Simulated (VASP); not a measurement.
# LiY2P2 in VASP: further runs, part 2 of 2

VASP 6.6.1. Earlier steps stand in the parts before.

**3. Single point, PBE**

This run uses another cell than the first one, of 35.46 Å³/atom.

INCAR

```
SYSTEM = LiY2P2
ALGO = Normal
EDIFF = 1E-6
ENCUT = 520
GGA = PE
ISIF = 2
ISMEAR = 0
LASPH = .TRUE.
LCHARG = .FALSE.
LREAL = .FALSE.
LWAVE = .FALSE.
NBANDS = 46
NELM = 80
PREC = Accurate
SIGMA = 0.2
```

KPOINTS

```
k-points
0
G
  4 4 2
  0 0 0
```

POSCAR

```
LiY2P2
1.0
   -5.1780464999     -0.0009106239     -0.0143157237
    2.5717043234      2.6054637724     -6.5808569255
   -0.0009755590    -10.3983088731      0.0083044588
Li Y P
2 4 4
Direct
    1.0001927406      1.0001779618      1.0000449298
   -0.0004891295     -0.0002106747      0.4999479729
    0.2491852577      0.4981473881      0.8745067036
    0.2489468218      0.4979561742      0.3745046296
    0.7509357525      0.5016884313      0.6254470080
    0.7510936132      0.5022450197      0.1255476175
    0.1819762383      0.3617034775      0.5902876852
    0.1819979949      0.3621241913      0.0903597164
    0.8182661626      0.6382552732      0.9096423042
    0.8178945479      0.6379127575      0.4097114328
```

Potentials or basis: VASP PAW PBE potentials, release 64 (Li_sv, Y_sv, P).

Launch:

```bash
cat potpaw_PBE.64/Li_sv/POTCAR potpaw_PBE.64/Y_sv/POTCAR potpaw_PBE.64/P/POTCAR > POTCAR
mpirun -np 1 vasp_std > vasp.out
```

Wall time 12 min (1 thread of AMD EPYC 7R13, shared host); peak memory 0.57 GiB.

The run converged. Its results:

```
Free energy            : -60.0258 eV
Largest force          : 0.020 eV/Å
Band gap on the k mesh : zero (bands 35 and 36 overlap by 0.36 eV)
```

Forces on the atoms (eV/Å):
```
Li   0.000  0.000  0.000
Li  -0.001  0.000 -0.001
Y    0.000  0.000 -0.003
Y    0.000 -0.001 -0.002
Y    0.000  0.000  0.002
Y    0.000  0.000  0.004
P    0.002 -0.001 -0.019
P   -0.002  0.001 -0.019
P    0.001  0.000  0.020
P   -0.001  0.002  0.019
```

Levels at points of the mesh, in eV from the Fermi level:
```csv
k point,band 31,band 32,band 33,band 34,band 35,band 36,band 37,band 38,band 39,band 40
"(0.00, 0.00, 0.00)",-2.41,-2.40,-2.21,-2.21,-0.57,0.09,0.23,0.82,0.97,0.98
"(0.50, 0.00, 0.00)",-2.42,-2.40,-2.38,-2.29,0.23,0.38,0.67,0.78,0.90,0.91
"(0.00, 0.50, 0.00)",-2.32,-2.32,-2.29,-2.27,-0.57,0.23,0.81,0.97,0.98,1.15
"(0.50, 0.50, 0.00)",-2.42,-2.40,-2.38,-2.29,0.24,0.38,0.67,0.79,0.90,0.91
"(0.00, 0.00, 0.50)",-2.36,-2.36,-2.31,-2.31,-0.12,-0.12,0.59,0.60,1.54,1.55
"(0.50, 0.00, 0.50)",-2.41,-2.41,-2.25,-2.25,0.11,0.11,0.55,0.55,1.16,1.16
"(0.00, 0.50, 0.50)",-2.36,-2.36,-2.15,-2.15,-0.09,-0.09,0.98,0.99,1.24,1.24
"(0.50, 0.50, 0.50)",-2.41,-2.41,-2.25,-2.25,0.11,0.11,0.57,0.57,1.16,1.16
```

Caveat: the cutoff is under 1.25 times the usual one of these potentials, so pressure, stress and relaxed cells hold a basis-set (Pulay) error.

**4. Single point, PBE**

This run uses another cell than the first one: it holds 5 atoms, not 10.

INCAR

```
SYSTEM = LiY2P2
PREC = Accurate
ENCUT = 520
EDIFF = 1E-7
ISMEAR = 0
SIGMA = 0.1
LREAL = .FALSE.
LASPH = .TRUE.
NELM = 60
ALGO = Normal
ISIF = 2
LWAVE = .FALSE.
LCHARG = .TRUE.
GGA = PE
LELF = .TRUE.
LVHAR = .TRUE.
NBANDS = 26
```

KPOINTS

```
Automatic mesh
0
G
  10 10 10
  0 0 0
```

POSCAR

```
LiY2P2
1.0
   -2.5987085747      2.5987085747      6.5444744736
    2.5987085747     -2.5987085747      6.5444744736
    2.5987085747      2.5987085747     -6.5444744736
Li Y P
1 2 2
Direct
    0.0000000000      0.0000000000      0.0000000000
    0.2500000000      0.7500000000      0.5000000000
    0.7500000000      0.2500000000      0.5000000000
    0.8176882015      0.8176882015      0.0000000000
    0.1823117985      0.1823117985      0.0000000000
```

Potentials or basis: VASP PAW PBE potentials, release 64 (Li_sv, Y_sv, P).

Launch:

```bash
cat potpaw_PBE.64/Li_sv/POTCAR potpaw_PBE.64/Y_sv/POTCAR potpaw_PBE.64/P/POTCAR > POTCAR
mpirun -np 1 vasp_std > vasp.out
```

OUTCAR:

```text
SYSTEM = LiY2P2
   PREC = Accurate
   ENCUT = 520
   EDIFF = 1E-7
   ISMEAR = 0
   LREAL = .FALSE.
   LASPH = .TRUE.
   NELM = 60
   ISIF = 2
   GGA = PE

 ion  position               nearest neighbor table
   1  0.000  0.000  0.000-   4 2.39   5 2.39
   2  0.250  0.750  0.500-   4 2.75   5 2.75   4 2.75   5 2.75   3 3.68   3 3.68   3 3.68   3 3.68

   3  0.750  0.250  0.500-   4 2.75   5 2.75   4 2.75   5 2.75   2 3.68   2 3.68   2 3.68   2 3.68

[... 896 lines left out ...]
 [... further k-points ...]
[... 5 lines left out ...]
  --------------------------------------------------------------------------------------
  -------------------------------------------------------------------------------------
  Total       -0.0595002     -0.0595002     -0.0031310      0.0000000      0.0000000     -0.0000000
  in kB       -0.5392359     -0.5392359     -0.0283757      0.0000000      0.0000000     -0.0000000
  external PRESSURE =      -0.3689492 kB  Pullay stress =       0.0000000 kB

 VOLUME and BASIS-vectors are now :
 -----------------------------------------------------------------------------
  energy-cutoff  :      520.00
  volume of cell :      176.79
      direct lattice vectors                 reciprocal lattice vectors
    -2.598708575  2.598708575  6.544474474     0.000000000  0.192403259  0.076400329
     2.598708575 -2.598708575  6.544474474     0.192403259  0.000000000  0.076400329
     2.598708575  2.598708575 -6.544474474     0.192403259  0.192403259  0.000000000

 POSITION                                       TOTAL-FORCE (eV/Angst)
 -----------------------------------------------------------------------------------
      0.00000      0.00000      0.00000         0.000000      0.000000      0.000000
      2.59871      0.00000      3.27224         0.000000      0.000000      0.000000
      0.00000      2.59871      3.27224         0.000000      0.000000      0.000000
      0.00000      0.00000     10.70268        -0.000000     -0.000000     -0.009912
      0.00000      0.00000      2.38627        -0.000000     -0.000000      0.009912
 -----------------------------------------------------------------------------------
    total drift:                               -0.000000     -0.000000      0.000000

  FREE ENERGIE OF THE ION-ELECTRON SYSTEM (eV)
  ---------------------------------------------------
  free  energy   TOTEN  =       -30.0021949192 eV

  energy  without entropy=      -29.9869569504  energy(sigma->0) =      -29.99457593
```

It took 29 min on 1 thread of AMD EPYC 7R13, shared host; peak memory 0.74 GiB.

What came out:

| Item | Value |
| --- | --- |
| Free energy | -30.0022 eV |
| Largest force | 0.010 eV/Å |
| Band gap on the k mesh | zero (an odd number of electrons rules out a gap without spin polarisation) |

Forces in eV/Å, atoms in the order of the input:
```
Li   0.000  0.000  0.000
Y    0.000  0.000  0.000
Y    0.000  0.000  0.000
P    0.000  0.000 -0.010
P    0.000  0.000  0.010
```

Caveat: the cutoff is under 1.25 times the usual one of these potentials, so pressure, stress and relaxed cells hold a basis-set (Pulay) error.

**5. The runs side by side**

```csv
cell,k mesh,smearing,gap on the mesh (eV),largest force (eV/Å)
"a = 5.197, b = 7.506, c = 10.395 Å, angles 110.3, 90.0, 110.3°, 10 atoms, atomic positions A",4 × 4 × 2,gaussian 0.2 eV,none,0.03
"a = 5.178, b = 7.531, c = 10.398 Å, angles 110.3, 90.0, 109.8°, 10 atoms, atomic positions B",4 × 4 × 2,gaussian 0.2 eV,none,0.02
"a = 7.506 Å, angles 139.5, 139.5, 58.6°, 5 atoms, atomic positions C",10 × 10 × 10,gaussian 0.1 eV,none,0.01
```

Alike in all rows: task single point; level PBE; potentials or basis VASP PAW PBE potentials, release 64 (Li_sv, Y_sv, P); no spin polarisation; cutoff (eV) 520.

Caveats: the cutoff is under 1.25 times the usual one of these potentials, so pressure, stress and relaxed cells hold a basis-set (Pulay) error.

Total energies depend on the potentials used, so only differences within one code and one set of settings carry meaning.
